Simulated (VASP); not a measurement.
# CsH (I4mm) in VASP: notebook

CsH is run at these levels: r2SCAN; tasks: single point.

Everything below comes from runs of VASP 6.6.1. Logs are shortened: lines on timing, memory, paths and dates and some standing lists are left out, and cuts for length are marked.

### Step 1. The cell of the first run

It takes space group I4mm (No. 107, tetragonal). The conventional cell has a = 4.509 Å, b = 4.509 Å, c = 6.376 Å, α = 90.00°, β = 90.00°, γ = 90.00°. Cs (site symmetry 4mm) has 6 H at 2.99 to 3.39 Å within 3.9 Å. H (site symmetry 4mm) has 6 Cs at 2.99 to 3.39 Å within 3.9 Å.

### Step 2. Single point, r2SCAN (all Cs atoms moved -0.200 Å, as atom 1 along Cartesian [0 0 1])

POSCAR reads:

```
CsH
1.0
    0.0000000000      3.1880000000      3.1880000000
    3.1880000000      0.0000000000      3.1880000000
    3.1880000000      3.1880000000      0.0000000000
Cs H
1 1
Direct
   -0.0313676286     -0.0313676286      0.0313676286
    0.5000000000      0.5000000000      0.5000000000
```

INCAR.step1 reads:

```
PREC = Accurate
ENCUT = 520
ISMEAR = 0
SIGMA = 0.05
LREAL = F
LASPH = T
NELM = 80
NBANDS = 12
GGA = PE
ALGO = Normal
EDIFF = 1E-4
LWAVE = T
LCHARG = F
```

INCAR.step2 reads:

```
PREC = Accurate
ENCUT = 520
EDIFF = 1E-6
ISMEAR = 0
SIGMA = 0.05
LREAL = F
LASPH = T
NELM = 80
ALGO = Normal
ISIF = 2
LWAVE = F
LCHARG = F
METAGGA = R2SCAN
LMIXTAU = T
NBANDS = 12
ISTART = 1
```

KPOINTS reads:

```
Automatic mesh
0
Gamma
  6 6 6
```

Potentials or basis: VASP PAW PBE potentials, release 64 (Cs_sv, H).

Run with:

```sh
cat potpaw_PBE.64/Cs_sv/POTCAR potpaw_PBE.64/H/POTCAR > POTCAR
cp INCAR.step1 INCAR
mpirun -np 1 vasp_std > vasp.out
cp INCAR.step2 INCAR
mpirun -np 1 vasp_std > vasp.out
```

OUTCAR:

```text
PREC = Accurate
   ENCUT = 520
   EDIFF = 1E-6
   ISMEAR = 0
   LREAL = F
   LASPH = T
   NELM = 80
   ISIF = 2
   METAGGA = R2SCAN
   ISTART = 1

 ion  position               nearest neighbor table
   1  0.969  0.969  0.031-
   2  0.500  0.500  0.500-

  LATTYP: Found a face centered cubic cell.
 ALAT       =     6.3760000000

  Lattice vectors:

 A1 = (   0.0000000000,   3.1880000000,   3.1880000000)
 A2 = (   3.1880000000,   0.0000000000,   3.1880000000)
 A3 = (   3.1880000000,   3.1880000000,   0.0000000000)

Analysis of symmetry for initial positions (statically):
=====================================================================
 Subroutine PRICEL returns:
 Original cell was already a primitive cell.

 Routine SETGRP: Setting up the symmetry group for a
 face centered cubic supercell.

 Subroutine GETGRP returns: Found  8 space group operations
 (whereof  8 operations were pure point group operations)
 out of a pool of 48 trial point group operations.

The static configuration has the point symmetry C_4v.

Analysis of symmetry for dynamics (positions and initial velocities):
=====================================================================
 Subroutine PRICEL returns:
 Original cell was already a primitive cell.

 Routine SETGRP: Setting up the symmetry group for a
 face centered cubic supercell.

 Subroutine GETGRP returns: Found  8 space group operations
 (whereof  8 operations were pure point group operations)
 out of a pool of 48 trial point group operations.

The dynamic configuration has the point symmetry C_4v.

 Subroutine INISYM returns: Found  8 space group operations
 (whereof  8 operations are pure point group operations),
 and found     1 'primitive' translations

----------------------------------------------------------------------------------------

                                     Primitive cell

  volume of cell :      64.8015

  direct lattice vectors                    reciprocal lattice vectors
     0.000000000  3.188000000  3.188000000    -0.156838143  0.156838143  0.156838143
     3.188000000  0.000000000  3.188000000     0.156838143 -0.156838143  0.156838143
     3.188000000  3.188000000  0.000000000     0.156838143  0.156838143 -0.156838143

  length of vectors
     4.508512837  4.508512837  4.508512837     0.271651632  0.271651632  0.271651632

  position of ions in fractional coordinates (direct lattice)
     0.968632371  0.968632371  0.031367629
     0.500000000  0.500000000  0.500000000

  ion indices of the primitive-cell ions
   primitive index   ion index
                 1           1
                 2           2

----------------------------------------------------------------------------------------

 KPOINTS: Automatic mesh

Automatic generation of k-mesh.
 Grid dimensions read from file:
 generate k-points for:    6    6    6

 Generating k-lattice:

  Cartesian coordinates                     Fractional coordinates (reciprocal lattice)
    -0.026139691  0.026139691  0.026139691     0.166666667  0.000000000  0.000000000
     0.026139691 -0.026139691  0.026139691     0.000000000  0.166666667  0.000000000
     0.026139691  0.026139691 -0.026139691     0.000000000  0.000000000  0.166666667

  Length of vectors
     0.045275272  0.045275272  0.045275272

  Shift w.r.t. Gamma in fractional coordinates (k-lattice)
     0.000000000  0.000000000  0.000000000

 Subroutine IBZKPT returns following result:
 ===========================================

 Found     30 irreducible k-points:

 Following reciprocal coordinates:
            Coordinates               Weight
  0.000000  0.000000  0.000000      1.000000
  0.166667  0.000000  0.000000      8.000000
  0.333333  0.000000  0.000000      8.000000
  0.500000  0.000000  0.000000      4.000000
  0.166667  0.166667  0.000000      2.000000
  0.000000  0.166667  0.166667      4.000000
[... 16 lines left out ...]
  0.500000  0.333333  0.166667      8.000000
  0.166667  0.500000  0.333333      8.000000
 [... further k-points ...]
   k-points           NKPTS =     30   k-points in BZ     NKDIM =     30   number of bands    NBANDS=     12
   number of dos      NEDOS =    301   number of ions     NIONS =      2
   total plane-waves  NPLWV =  46656
   dimension x,y,z NGX =    36 NGY =   36 NGZ =   36
   dimension x,y,z NGXF=    72 NGYF=   72 NGZF=   72
   ions per type =               1   1
   NGX,Y,Z   is equivalent  to a cutoff of  13.27, 13.27, 13.27 a.u.
   NGXF,Y,Z  is equivalent  to a cutoff of  26.55, 26.55, 26.55 a.u.
 SYSTEM =  unknown system
   PREC   = accura    normal or accurate (medium, high low for compatibility)
   ISTART =      1    job   : 0-new  1-cont  2-samecut
   ICHARG =      0    charge: 1-file 2-atom 10-const
   ISPIN  =      1    spin polarized calculation?
   LNONCOLLINEAR =      F non collinear calculations
   LSORBIT =      F    spin-orbit coupling
   LASPH  =      T    aspherical Exc in radial PAW
   ENCUT  =  520.0 eV  38.22 Ry    6.18 a.u.   8.38  8.38  8.38*2*pi/ulx,y,z
   NELM   =     80;   NELMIN=  2; NELMDL=  0     # of ELM steps
   EDIFF  = 0.1E-05   stopping-criterion for ELM
   LREAL  =      F    real-space projection
   EDIFFG = 0.1E-04   stopping-criterion for IOM
   NSW    =      0    number of steps for IOM
   IBRION =     -1    ionic relax: 0-MD 1-quasi-New 2-CG
   NFREE  =      0    steps in history (QN), initial steepest desc. (CG)
   ISIF   =      2    stress and relaxation
   ISYM   =      2    0-nonsym 1-usesym 2-fastsym
   POTIM  = 0.5000    time-step for ionic-motion
   TEBEG  =    0.0;   TEEND  =   0.0 temperature during run
   PSTRESS=    0.0 pullay stress
   NELECT =      10.0000    total number of electrons
   NUPDOWN=      -1.0000    fix difference up-down
   EMIN   =  10.00;   EMAX   =-10.00  energy-range for DOS
   EFERMI =   0.00;   METHOD = LEGACY
   ISMEAR =     0;   SIGMA  =   0.05  broadening in eV -4-tet -1-fermi 0-gaus
   EFERMI_NEDOS =   21; number of points for ismear=-14 and -15
   IALGO  =     38    algorithm
   IMIX   =      4    mixing-type and parameters
     AMIX     =   0.40;   BMIX     =  1.00
     AMIX_MAG =   1.60;   BMIX_MAG =  1.00
  volume/ion in A,a.u.               =      32.40       218.65
  Fermi-wavevector in a.u.,A,eV,Ry     =   0.878105  1.659378 10.491026  0.771069
  Thomas-Fermi vector in A             =   1.998146
   LORBIT       =      0    0 simple, 1 ext, 2 COOP (PROOUT), +10 PAW based schemes
   METAGGA = R2SCAN    functional components
   LHFCALC =     F    Hartree Fock is set to
   AEXX    =    0.0000 exact exchange contribution
   IVDW    =     0    specifies the selected vdW correction
   LEPSILON=     F    determine dielectric tensor
   LRPA    =     F    only Hartree local field effects (RPA)
 non-spin polarized calculation
 Gauss-broadening in eV      SIGMA  =   0.05
  energy-cutoff  :      520.00
  volume of cell :       64.80
 maximum number of plane-waves:      1807
 NGX is ok and might be reduce to    36
   NGX = 17   NGY = 17   NGZ = 17

 number of electron      10.0000000 magnetization

 Free energy of the ion-electron system (eV)
  ---------------------------------------------------
  ext. energy  EPLUGINS =         0.00000000
  ---------------------------------------------------
  free energy    TOTEN  =       -28.97604438 eV

  energy without entropy =      -28.97604438  energy(sigma->0) =      -28.97604438

 E-fermi :   0.1030     XC(G=0):  -7.5535

 val. band max:       -0.1249853074   @ k =   0.5000   0.0000   0.0000
 cond. band min:       2.5707754345   @ k =   0.5000   0.0000   0.0000
 fundamental gap:      2.6957607419
 Fermi energy:         0.1029853173

 k-point     1 :       0.0000    0.0000    0.0000
  band No.  band energies     occupation
      1     -22.1787      2.00000
      2      -8.2665      2.00000
      3      -8.2665      2.00000
      4      -8.2633      2.00000
      5      -1.7561      2.00000
      6       5.5704      0.00000
      7       5.5704      0.00000
      8       5.5789      0.00000
      9       6.1690      0.00000
     10       7.4701      0.00000
     11       7.4870      0.00000
     12       9.1217      0.00000

 k-point     2 :       0.1667    0.0000    0.0000
  band No.  band energies     occupation
      1     -22.1586      2.00000
      2      -8.4999      2.00000
      3      -8.2900      2.00000
      4      -8.2874      2.00000
      5      -1.3638      2.00000
      6       4.6473      0.00000
      7       5.6892      0.00000
      8       5.7264      0.00000
      9       6.0949      0.00000
     10       7.0474      0.00000
     11       7.0870      0.00000
     12      10.2798      0.00000

 k-point     3 :       0.3333    0.0000    0.0000
  band No.  band energies     occupation
      1     -22.1179      2.00000
      2      -8.9163      2.00000
      3      -8.3362      2.00000
      4      -8.3332      2.00000
      5      -0.5725      2.00000
      6       3.2254      0.00000
      7       5.3837      0.00000
      8       5.3967      0.00000
      9       6.7427      0.00000
     10       7.7409      0.00000
     11       7.7437      0.00000
     12      12.0591      0.00000
[... 286 lines left out ...]
 k-point    23 :       0.5000    0.3333    0.1667
  band No.  band energies     occupation
      1     -22.0913      2.00000
      2      -8.8792      2.00000
      3      -8.5764      2.00000
      4      -8.4322      2.00000
      5      -0.7182      2.00000
      6       4.1019      0.00000
      7       4.1078      0.00000
      8       6.1701      0.00000
      9       7.3421      0.00000
     10       8.3319      0.00000
     11       9.3550      0.00000
     12      10.6007      0.00000

 k-point    24 :       0.1667    0.5000    0.3333
  band No.  band energies     occupation
      1     -22.0913      2.00000
      2      -8.8784      2.00000
      3      -8.5761      2.00000
      4      -8.4315      2.00000
      5      -0.7211      2.00000
      6       4.1025      0.00000
      7       4.1160      0.00000
      8       6.1323      0.00000
      9       7.3484      0.00000
     10       8.3488      0.00000
     11       9.3472      0.00000
     12      10.6110      0.00000

 [... further k-points ...]
[... 5 lines left out ...]
  --------------------------------------------------------------------------------------
  -------------------------------------------------------------------------------------
  Total       -0.0046028     -0.0046028      0.1710345      0.0000000      0.0000000      0.0000000
  in kB       -0.1138008     -0.1138008      4.2287234      0.0000000      0.0000000      0.0000000
  external PRESSURE =       1.3337072 kB  Pullay stress =       0.0000000 kB

 VOLUME and BASIS-vectors are now :
 -----------------------------------------------------------------------------
  energy-cutoff  :      520.00
  volume of cell :       64.80
      direct lattice vectors                 reciprocal lattice vectors
     0.000000000  3.188000000  3.188000000    -0.156838143  0.156838143  0.156838143
     3.188000000  0.000000000  3.188000000     0.156838143 -0.156838143  0.156838143
     3.188000000  3.188000000  0.000000000     0.156838143  0.156838143 -0.156838143

 POSITION                                       TOTAL-FORCE (eV/Angst)
 -----------------------------------------------------------------------------------
      3.18800      3.18800      6.17600         0.000000      0.000000      0.132828
      3.18800      3.18800      3.18800         0.000000      0.000000     -0.132828
 -----------------------------------------------------------------------------------
    total drift:                                0.000000      0.000000     -0.000096

  FREE ENERGIE OF THE ION-ELECTRON SYSTEM (eV)
  ---------------------------------------------------
  free  energy   TOTEN  =       -28.9760443787 eV

  energy  without entropy=      -28.9760443787  energy(sigma->0) =      -28.97604438
```

Wall time 45 s (1 thread of Intel Xeon 6975P-C (Granite Rapids), shared host); peak memory 0.21 GiB.

What came out:

* Free energy: -28.9760 eV
* Pressure: 0.1 GPa
* Largest force: 0.133 eV/Å
* Band gap on the k mesh: 2.70 eV, direct

Forces on the atoms (eV/Å):
```
Cs   0.000  0.000  0.133
H    0.000  0.000 -0.133
```

Caveat: the cell differs from its parent crystal (all Cs atoms moved -0.200 Å, as atom 1 along Cartesian [0 0 1]); the PAW data sets were made with another functional, which shifts forces and pressure a little; spin-orbit coupling is left out, which moves the levels of the heavy elements.

### Step 3. Single point, r2SCAN (all Cs atoms moved +0.150 Å, as atom 1 along Cartesian [0 0 1])

Edit POSCAR of step 2 so:

```diff
@@ -8,3 +8,3 @@
 Direct
-   -0.0313676286     -0.0313676286      0.0313676286
+    0.0235257215      0.0235257215     -0.0235257215
     0.5000000000      0.5000000000      0.5000000000
```

INCAR.step1 reads:

```
SYSTEM = CsH
ALGO = Normal ; EDIFF = 1E-4
ENCUT = 520 ; GGA = PE
ISMEAR = 0 ; LASPH = .TRUE.
LCHARG = .FALSE. ; LREAL = .FALSE.
LWAVE = .TRUE. ; NBANDS = 12
NELM = 100 ; PREC = Accurate
SIGMA = 0.05
```

INCAR.step2 reads:

```
SYSTEM = CsH
ALGO = Normal ; EDIFF = 1E-7
ENCUT = 520 ; ISIF = 2
ISMEAR = 0 ; ISTART = 1
LASPH = .TRUE. ; LCHARG = .FALSE.
LMIXTAU = .TRUE. ; LREAL = .FALSE.
LWAVE = .FALSE. ; METAGGA = R2SCAN
NBANDS = 12 ; NELM = 100
PREC = Accurate ; SIGMA = 0.05
```

KPOINTS reads:

```
k-points
0
G
  6 6 6
  0 0 0
```

Potentials or basis: VASP PAW PBE potentials, release 64 (Cs_sv, H).

Run with:

```sh
cat potpaw_PBE.64/Cs_sv/POTCAR potpaw_PBE.64/H/POTCAR > POTCAR
cp INCAR.step1 INCAR
mpirun -np 1 vasp_std > vasp.out
cp INCAR.step2 INCAR
mpirun -np 1 vasp_std > vasp.out
```

Wall time 49 s (1 thread of Intel Xeon 6975P-C (Granite Rapids), shared host); peak memory 0.22 GiB.

The run converged. Its results:

```
Free energy            : -28.9817 eV
Pressure               : 0.1 GPa
Largest force          : 0.096 eV/Å
Band gap on the k mesh : 2.68 eV, direct
```

Forces on the atoms (eV/Å):
```
Cs   0.000  0.000 -0.096
H    0.000  0.000  0.096
```

Stress tensor (GPa, compression positive):
```
0.01 0.00 0.00
0.00 0.01 0.00
0.00 0.00 0.25
```

Levels at points of the mesh, in eV from the valence-band top:
| k point | band 1 | band 2 | band 3 | band 4 | band 5 | band 6 | band 7 | band 8 | band 9 | band 10 |
| --- | --- | --- | --- | --- | --- | --- | --- | --- | --- | --- |
| (0.00, 0.00, 0.00) | -22.06 | -8.15 | -8.15 | -8.15 | -1.64 | 5.69 | 5.69 | 5.70 | 6.31 | 7.60 |
| (0.50, 0.00, 0.00) | -21.98 | -8.99 | -8.24 | -8.24 | 0.00 | 2.68 | 5.26 | 5.26 | 7.80 | 8.88 |
| (0.50, 0.50, 0.00) | -21.95 | -8.86 | -8.42 | -8.42 | -1.13 | 3.51 | 6.05 | 8.70 | 8.99 | 8.99 |
| (0.00, 0.50, 0.50) | -21.95 | -8.86 | -8.42 | -8.42 | -1.14 | 3.50 | 6.08 | 8.33 | 9.00 | 9.05 |

Caveat: the cell differs from its parent crystal (all Cs atoms moved +0.150 Å, as atom 1 along Cartesian [0 0 1]); the PAW data sets were made with another functional, which shifts forces and pressure a little; spin-orbit coupling is left out, which moves the levels of the heavy elements. A k mesh can miss the band edges.

### Step 4. Single point, r2SCAN (all Cs atoms moved +0.175 Å, as atom 1 along Cartesian [0 0 1])

Edit POSCAR of step 3 so:

```diff
@@ -8,3 +8,3 @@
 Direct
-    0.0235257215      0.0235257215     -0.0235257215
+    0.0274466750      0.0274466750     -0.0274466750
     0.5000000000      0.5000000000      0.5000000000
```

INCAR.step1 reads:

```
SYSTEM = CsH
ALGO = Normal
EDIFF = 1E-4
ENCUT = 520
GGA = PE
ISMEAR = 0
LASPH = .True.
LCHARG = .False.
LREAL = .False.
LWAVE = .True.
NBANDS = 12
NELM = 80
PREC = Accurate
SIGMA = 0.05
```

INCAR.step2 reads:

```
SYSTEM = CsH
ALGO = Normal
EDIFF = 1E-6
ENCUT = 520
ISIF = 2
ISMEAR = 0
ISTART = 1
LASPH = .True.
LCHARG = .True.
LELF = .True.
LMIXTAU = .True.
LREAL = .False.
LVHAR = .True.
LWAVE = .False.
METAGGA = R2SCAN
NBANDS = 12
NELM = 80
PREC = Accurate
SIGMA = 0.05
```

KPOINTS reads:

```
k-points
0
Gamma
  6 6 6
  0 0 0
```

Run with:

```sh
cat potpaw_PBE.64/Cs_sv/POTCAR potpaw_PBE.64/H/POTCAR > POTCAR
cp INCAR.step1 INCAR
mpirun -np 1 vasp_std > vasp.out
cp INCAR.step2 INCAR
mpirun -np 1 vasp_std > vasp.out
```

It took 43 s on 1 thread of Intel Xeon 6975P-C (Granite Rapids), shared host; peak memory 0.21 GiB.

The run converged. Its results:

* Free energy: -28.9791 eV
* Pressure: 0.1 GPa
* Largest force: 0.114 eV/Å
* Band gap on the k mesh: 2.69 eV, direct

Forces on the atoms (eV/Å):
```
Cs   0.000  0.000 -0.114
H    0.000  0.000  0.114
```

Stress tensor (GPa, compression positive):
```
0.00 0.00 0.00
0.00 0.00 0.00
0.00 0.00 0.33
```

Levels at points of the mesh, in eV from the valence-band top:
```csv
k point,band 2,band 3,band 4,band 5,band 6,band 7,band 8,band 9
"(0.00, 0.00, 0.00)",-8.15,-8.15,-8.14,-1.64,5.69,5.69,5.70,6.30
"(0.50, 0.00, 0.00)",-8.98,-8.24,-8.24,0.00,2.69,5.27,5.27,7.81
"(0.50, 0.50, 0.00)",-8.86,-8.42,-8.42,-1.13,3.51,6.04,8.73,8.99
"(0.00, 0.50, 0.50)",-8.85,-8.41,-8.41,-1.13,3.51,6.09,8.26,9.01
```

Caveat: the cell differs from its parent crystal (all Cs atoms moved +0.175 Å, as atom 1 along Cartesian [0 0 1]); the PAW data sets were made with another functional, which shifts forces and pressure a little; spin-orbit coupling is left out, which moves the levels of the heavy elements.

### Step 5. Single point, r2SCAN (all Cs atoms moved +0.125 Å, as atom 1 along Cartesian [0 0 1])

Edit POSCAR of step 4 so:

```diff
@@ -8,3 +8,3 @@
 Direct
-    0.0274466750      0.0274466750     -0.0274466750
+    0.0196047679      0.0196047679     -0.0196047679
     0.5000000000      0.5000000000      0.5000000000
```

INCAR.step1 reads:

```
SYSTEM = CsH
PREC = Accurate
ENCUT = 520
ISMEAR = 0
SIGMA = 0.05
LREAL = .FALSE.
LASPH = .TRUE.
NELM = 100
NBANDS = 12
GGA = PE
ALGO = Normal
EDIFF = 1E-4
LWAVE = .TRUE.
LCHARG = .FALSE.
```

INCAR.step2 reads:

```
SYSTEM = CsH
PREC = Accurate
ENCUT = 520
EDIFF = 1E-6
ISMEAR = 0
SIGMA = 0.05
LREAL = .FALSE.
LASPH = .TRUE.
NELM = 100
ALGO = Normal
ISIF = 2
LWAVE = .FALSE.
LCHARG = .FALSE.
METAGGA = R2SCAN
LMIXTAU = .TRUE.
NBANDS = 12
ISTART = 1
```

KPOINTS reads:

```
Automatic mesh
0
G
  6 6 6
  0 0 0
```

Run with:

```sh
cat potpaw_PBE.64/Cs_sv/POTCAR potpaw_PBE.64/H/POTCAR > POTCAR
cp INCAR.step1 INCAR
mpirun -np 1 vasp_std > vasp.out
cp INCAR.step2 INCAR
mpirun -np 1 vasp_std > vasp.out
```

Run time: 42 s. Hardware: 1 thread of Intel Xeon 6975P-C (Granite Rapids), shared host; peak memory 0.22 GiB.

The run converged. Its results:

- Free energy: -28.9839 eV
- Pressure: 0.1 GPa
- Largest force: 0.079 eV/Å
- Band gap on the k mesh: 2.68 eV, direct

Forces in eV/Å, atoms in the order of the input:
```
Cs   0.000  0.000 -0.079
H    0.000  0.000  0.079
```

Stress tensor (GPa, compression positive):
```
0.02 0.00 0.00
0.00 0.02 0.00
0.00 0.00 0.19
```

Levels at points of the mesh, in eV from the valence-band top:
| k point | band 3 | band 4 | band 5 | band 6 | band 7 | band 8 |
| --- | --- | --- | --- | --- | --- | --- |
| (0.00, 0.00, 0.00) | -8.15 | -8.15 | -1.64 | 5.69 | 5.69 | 5.70 |
| (0.50, 0.00, 0.00) | -8.24 | -8.24 | 0.00 | 2.68 | 5.26 | 5.26 |
| (0.50, 0.50, 0.00) | -8.42 | -8.42 | -1.14 | 3.51 | 6.06 | 8.68 |
| (0.00, 0.50, 0.50) | -8.42 | -8.42 | -1.14 | 3.50 | 6.08 | 8.40 |

Caveat: the cell differs from its parent crystal (all Cs atoms moved +0.125 Å, as atom 1 along Cartesian [0 0 1]); the PAW data sets were made with another functional, which shifts forces and pressure a little; spin-orbit coupling is left out, which moves the levels of the heavy elements. A k mesh can miss the band edges.
